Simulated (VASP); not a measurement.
Crystal: CuSn3.

```xyz
4
Lattice="0.0000 3.5901 3.5901 3.5901 0.0000 3.5901 3.5901 3.5901 0.0000" Properties=species:S:1:pos:R:3 pbc="T T T"
Cu    0.0000    0.0000    0.0000
Sn    3.5901    3.5901    3.5901
Sn    1.7950    1.7950    1.7950
Sn    5.3851    5.3851    5.3851
```

The cell was built from a structure type or drawn by symmetry, and may not be a known phase.

| Item | Value |
| --- | --- |
| Program | VASP 6.6.1 |
| Task | relaxation of cell and atoms |
| Functional | PBE |
| Potentials or basis | VASP PAW PBE potentials, release 64 (Cu, Sn_d) |
| Cutoff | 600 eV |
| k mesh | 4 × 4 × 4 |
| Occupations | gaussian, width 0.1 eV |
| Spin | no spin polarisation |

At the start: pressure 1.9 GPa; volume 23.14 Å³/atom.

Q: How do energy, volume and symmetry change on relaxing?

A: Over 3 steps the energy falls by 4.2 meV/atom and the volume is 23.87 Å³/atom (+3.2 %); space group Fm-3m (No. 225, to 0.1 Å) before and after.

The path:
```
step  energy change (eV)  largest force (eV/Å)  pressure (GPa)  volume (Å³)
   1              0.0000                0.0000            1.86        92.54
   2             -0.0160                0.0000           -0.40        96.19
   3             -0.0169                0.0000            0.00        95.50
```

Final structure:
```cif
data_structure
_symmetry_space_group_name_H-M 'P 1'
_symmetry_Int_Tables_number 1
_cell_length_a 5.1306
_cell_length_b 5.1306
_cell_length_c 5.1306
_cell_angle_alpha 60.000
_cell_angle_beta 60.000
_cell_angle_gamma 60.000
_cell_volume 95.50
loop_
_atom_site_label
_atom_site_type_symbol
_atom_site_fract_x
_atom_site_fract_y
_atom_site_fract_z
_atom_site_occupancy
Cu1 Cu 0.00000 0.00000 0.00000 1
Sn1 Sn 0.50000 0.50000 0.50000 1
Sn2 Sn 0.25000 0.25000 0.25000 1
Sn3 Sn 0.75000 0.75000 0.75000 1
```

Caveat: the k points lie up to 0.37 Å⁻¹ apart in the final cell, too coarse for converged energies and pressures of a metal.
